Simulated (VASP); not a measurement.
# W8C9 in VASP: a series of runs, part 2 of 2

VASP 6.6.1.

## Step 4: Single point, PBE+D3(BJ)

Contents of INCAR:

```
SYSTEM = W8C9
PREC = Accurate
ENCUT = 520
EDIFF = 1E-7
ISMEAR = -1
SIGMA = 0.15
LREAL = Auto
LASPH = .True.
NELM = 60
ALGO = Normal
ISIF = 2
LWAVE = .False.
LCHARG = .False.
GGA = PE
IVDW = 12
NBANDS = 88
```

Contents of KPOINTS:

```
Automatic mesh
0
Gamma
  3 3 1
  0 0 0
```

Contents of POSCAR:

```
W8C9
1.0
    5.8331890000      0.0000000000      0.0000000000
    0.0000000000      5.6788720000      0.0000000000
    0.0000000000      0.0000000000     17.2097410000
W C
8 9
Direct
    0.0000000000      0.0000000000      0.0581066269
    0.2573206526      0.0106183059      0.2000030099
    0.0000000000      0.4999936607      0.0581066269
    0.2658237201      0.5195221868      0.1944480164
    0.5000009429      0.0000000000      0.0581066269
    0.7440012659     -0.0081178093      0.2006131295
    0.5000009429      0.4999936607      0.0581066269
    0.7461270327      0.4794438050      0.2127864678
    0.5000180862      0.2511942513      0.1482764906
    0.0366351922      0.2561248079      0.2325252890
    0.5403905137      0.7410626617      0.1429190596
    0.4486053855      0.7408865704      0.2603641740
    1.0002761783      0.2529375552      0.1361205843
    0.6358443040      0.2307500504      0.2962450161
    1.0207795427      0.7511350846      0.1510016914
    0.6570162565      0.7679518045      0.3005913918
    0.7002001821      0.0187361152      0.3253680575
```

Started as:

```
> cat potpaw_PBE.64/W_sv/POTCAR potpaw_PBE.64/C/POTCAR > POTCAR
> mpirun -np 1 vasp_std > vasp.out
```

Run time: 9.9 min. Hardware: 1 thread of Intel Xeon Platinum 8559C (Emerald Rapids), shared host; peak memory 0.6 GiB.

Results (log left out):

```
Free energy                : -170.8401 eV
Largest force              : 3.065 eV/Å
Band gap on the k mesh     : zero (bands 74 and 75 overlap by 0.07 eV)
Dispersion energy per atom : -0.254 eV
```

Forces on the atoms (eV/Å):
```
W    0.376 -0.980 -0.684
W    1.029 -0.835 -1.436
W   -0.008  1.312 -1.026
W   -1.242 -2.246 -0.005
W    0.105 -0.242 -0.178
W    0.269  0.419 -0.533
W    0.322 -0.180 -0.535
W    1.024  0.821  0.178
C    0.006 -0.141  0.459
C   -1.201  0.647  0.071
C   -0.557  0.621 -0.883
C   -0.101  0.843  0.363
C   -0.491  0.179  3.020
C    0.955 -2.168  1.154
C   -0.429  0.582  0.132
C    1.185  1.667  0.868
C   -1.241 -0.300 -0.963
```

Levels at points of the mesh, in eV from the Fermi level:
| k point | band 71 | band 72 | band 73 | band 74 | band 75 | band 76 | band 77 | band 78 |
| --- | --- | --- | --- | --- | --- | --- | --- | --- |
| (0.00, 0.00, 0.00) | -0.59 | -0.32 | -0.10 | -0.06 | 0.43 | 0.51 | 0.71 | 1.05 |

Caveat: the k points lie up to 0.37 Å⁻¹ apart; the atoms stand as in a frame of molecular dynamics; there is no dipole correction, which matters where the two faces differ; spin-orbit coupling is left out, which moves the levels of the heavy elements.

## Step 5: Single point, PBE+D3(BJ)

Contents of INCAR:

```
ALGO     = Normal         # electronic algorithm
EDIFF    = 1E-6           # SCF threshold, eV
ENCUT    = 520            # plane-wave cutoff, eV
GGA      = PE             # functional
ISIF     = 2              # what is computed and relaxed
ISMEAR   = -1             # smearing method
IVDW     = 12             # dispersion correction
LASPH    = True           # aspherical terms in the spheres
LCHARG   = True           # write CHGCAR
LELF     = True           # ELF
LREAL    = Auto         
LVHAR    = True         
LWAVE    = False          # write WAVECAR
NBANDS   = 88             # bands
NELM     = 80             # most SCF steps
PREC     = Accurate       # precision mode
SIGMA    = 0.15           # smearing width, eV
```

Contents of KPOINTS:

```
k-points
0
Gamma
  3 3 1
```

Contents of POSCAR:

```
W8C9
1.0
    5.8331890000      0.0000000000      0.0000000000
    0.0000000000      5.6788720000      0.0000000000
    0.0000000000      0.0000000000     17.2097410000
W C
8 9
Direct
    0.0000000000      0.0000000000      0.0581066269
    0.2650008426      0.0120798637      0.2000146312
    0.0000000000      0.4999936607      0.0581066269
    0.2604921596      0.5175851824      0.1932684519
    0.5000009429      0.0000000000      0.0581066269
    0.7423040810     -0.0022011414      0.2010314972
    0.5000009429      0.4999936607      0.0581066269
    0.7414297737      0.4846737169      0.2135244220
    0.5160127676      0.2538884483      0.1508506142
    0.0410410155      0.2586957410      0.2393644390
    0.5311845716      0.7532481803      0.1415186899
    0.4485196691      0.7644475875      0.2590044789
    0.9974646801      0.2445203907      0.1454873725
    0.6273412365      0.2177369027      0.2974826873
    1.0179337580      0.7419255092      0.1526402983
    0.6566905341      0.7902449641      0.3018987909
    0.6810682801      0.0186656787      0.3270822030
```

Potentials or basis: VASP PAW PBE potentials, release 64 (W_sv, C).

Started as:

```
> cat potpaw_PBE.64/W_sv/POTCAR potpaw_PBE.64/C/POTCAR > POTCAR
> mpirun -np 1 vasp_std > vasp.out
```

OUTCAR:

```text
EDIFF = 1E-6
   ENCUT = 520
   GGA = PE
   ISIF = 2
   ISMEAR = -1
   IVDW = 12
   LASPH = True
   LREAL = Auto
   NELM = 80
   PREC = Accurate
 IVDW          = 12

 ion  position               nearest neighbor table
   1  0.000  0.000  0.058-  13 2.05  15 2.19   3 2.84   3 2.84   6 2.88   2 2.89   5 2.92   5 2.92

   2  0.265  0.012  0.200-  10 2.03  12 2.04   9 2.18  13 2.25  15 2.26  11 2.36   6 2.79   5 2.80
                             4 2.81   4 2.87   1 2.89   6 3.05
   3  0.000  0.500  0.058-  13 2.09  15 2.13   4 2.78   1 2.84   1 2.84   7 2.92   7 2.92   8 3.07

   4  0.260  0.518  0.193-  15 2.03  10 2.10  12 2.11   9 2.24  11 2.25  13 2.33   7 2.72   3 2.78
                             2 2.81   8 2.83   2 2.87   8 3.05
   5  0.500  0.000  0.058-  11 2.01   9 2.15   2 2.80   6 2.84   7 2.84   7 2.84   1 2.92   1 2.92

   6  0.742  0.998  0.201-  11 2.12   9 2.15  16 2.16  14 2.18  17 2.20  13 2.26  15 2.32  10 2.38
                            12 2.39   8 2.77   2 2.79   5 2.84   1 2.88   8 2.92   2 3.05
   7  0.500  0.500  0.058-  11 2.04   9 2.12   4 2.72   5 2.84   5 2.84   3 2.92   3 2.92   8 3.02

   8  0.741  0.485  0.214-   9 2.15  14 2.20  10 2.21  11 2.32  13 2.34  16 2.36  15 2.42  12 2.46
                             6 2.77   4 2.83   6 2.92   7 3.02   4 3.05   3 3.07
   9  0.516  0.254  0.151-   7 2.12   6 2.15   8 2.15   5 2.15   2 2.18   4 2.24
[... 653 lines left out ...]
     85       1.8754      0.00004
     86       2.1099      0.00001
 [bands above 86 left out]

------------------------ aborting loop because EDIFF is reached ----------------------------------------

 Edisp (eV)   -4.30462

 E8    (eV) :    -2.0313

  FORCE on cell =-STRESS in cart. coord.  units (eV):
  Direction    XX          YY          ZZ          XY          YZ          ZX
  --------------------------------------------------------------------------------------
  -------------------------------------------------------------------------------------
  Total     -10.54028     1.31837     1.55504    -0.97841    -3.36916     1.61438
  in kB     -29.62241     3.70514     4.37028    -2.74971    -9.46868     4.53705
  external pressure =       -7.18 kB  Pullay stress =        0.00 kB

 VOLUME and BASIS-vectors are now :
 -----------------------------------------------------------------------------
  energy-cutoff  :      520.00
  volume of cell :      570.09
      direct lattice vectors                 reciprocal lattice vectors
     5.833189000  0.000000000  0.000000000     0.171432813  0.000000000  0.000000000
     0.000000000  5.678872000  0.000000000     0.000000000  0.176091308  0.000000000
     0.000000000  0.000000000 17.209741000     0.000000000  0.000000000  0.058106627

 POSITION                                       TOTAL-FORCE (eV/Angst)
 -----------------------------------------------------------------------------------
      0.00000      0.00000      1.00000         0.334162     -0.402733      0.574894
      1.54580      0.06860      3.44220        -0.366624     -0.124477     -1.598254
      0.00000      2.83940      1.00000        -0.013100      0.028550      0.330135
      1.51950      2.93930      3.32610         0.264853     -1.480717      0.889342
      2.91660      0.00000      1.00000         0.172724      0.581740     -0.436504
      4.33000      5.66637      3.45970         1.060973      0.238176     -0.799396
[... 9 lines left out ...]
      3.83060      4.48770      5.19560         0.354304     -2.579579      0.032144
      3.97280      0.10600      5.62900         0.219929     -0.365349      0.826705
 -----------------------------------------------------------------------------------
    total drift:                                0.002415     -0.018039     -0.003447

  FREE ENERGIE OF THE ION-ELECTRON SYSTEM (eV)
  ---------------------------------------------------
  free  energy   TOTEN  =      -171.0250841406 eV

  energy  without entropy=     -170.3227819330  energy(sigma->0) =     -170.67393304
```

OSZICAR:

```text
N       E                     dE             d eps       ncg     rms          rms(c)
DAV:   1     0.165039094214E+04    0.16504E+04   -0.86299E+04  1080   0.154E+03
DAV:   2    -0.787495934865E+02   -0.17291E+04   -0.16972E+04  1032   0.450E+02
DAV:   3    -0.187644244660E+03   -0.10889E+03   -0.10615E+03  1072   0.110E+02
[... 23 lines left out ...]
DAV:  27    -0.166720446693E+03   -0.32855E-04   -0.19601E-06   752   0.331E-03    0.115E-03
DAV:  28    -0.166720454268E+03   -0.75747E-05   -0.34641E-07   608   0.192E-03    0.537E-04
DAV:  29    -0.166720459060E+03   -0.47920E-05   -0.44943E-07   616   0.142E-03    0.301E-04
DAV:  30    -0.166720460329E+03   -0.12692E-05   -0.11181E-07   560   0.820E-04    0.214E-04
DAV:  31    -0.166720460860E+03   -0.53057E-06   -0.73611E-08   576   0.521E-04
   1 F= -.17102508E+03 E0= -.17067393E+03  d E =-.702302E+00
```

stdout:

```text
POSCAR found type information on POSCAR W C
 POSCAR found :  2 types and      17 ions
 scaLAPACK will be used
 LDA part: xc-table for (Slater+PW92), standard interpolation
 POSCAR, INCAR and KPOINTS ok, starting setup
 FFT: planning ... GRIDC
 FFT: planning ... GRID_SOFT
 FFT: planning ... GRID
 WAVECAR not read
 entering main loop
```

Run time: 7.4 min. Hardware: 1 thread of AMD EPYC 9R45 (Zen 5), shared host; peak memory 0.59 GiB.

Results:

* Free energy: -171.0251 eV
* Largest force: 2.604 eV/Å
* Band gap on the k mesh: zero (bands 74 and 75 overlap by 0.10 eV)
* Dispersion energy per atom: -0.253 eV

Forces in eV/Å, atoms in the order of the input:
```
W    0.334 -0.403  0.575
W   -0.367 -0.124 -1.598
W   -0.013  0.029  0.330
W    0.265 -1.481  0.889
W    0.173  0.582 -0.437
W    1.061  0.238 -0.799
W    0.270 -0.191 -0.279
W    1.297  0.515  0.657
C   -1.169 -0.076 -0.365
C   -1.164  0.321 -0.295
C   -0.269 -0.460 -0.083
C    0.077 -1.124  0.381
C   -0.539  1.249  0.335
C    0.241  2.570 -0.040
C   -0.771  1.300 -0.130
C    0.354 -2.580  0.032
C    0.220 -0.365  0.827
```

Caveat: the k points lie up to 0.37 Å⁻¹ apart; the atoms stand as in a frame of molecular dynamics; there is no dipole correction, which matters where the two faces differ; spin-orbit coupling is left out, which moves the levels of the heavy elements.

## Step 6: Overview

```csv
cell,gap on the mesh (eV),largest force (eV/Å)
"as given, atomic positions A",none,2.27
"as given, atomic positions B",none,2.11
"as given, atomic positions C",none,3.06
"as given, atomic positions D",none,2.60
```

Alike in all rows: task single point; level PBE+D3(BJ); potentials or basis VASP PAW PBE potentials, release 64 (W_sv, C); no spin polarisation; k mesh 3 × 3 × 1; cutoff (eV) 520; smearing fermi-dirac 0.15 eV.

Caveats: all runs use coarse meshes; the atoms stand as in a frame of molecular dynamics; there is no dipole correction, which matters where the two faces differ; spin-orbit coupling is left out, which moves the levels of the heavy elements.

Total energies depend on the potentials used, so only differences within one code and one set of settings carry meaning.
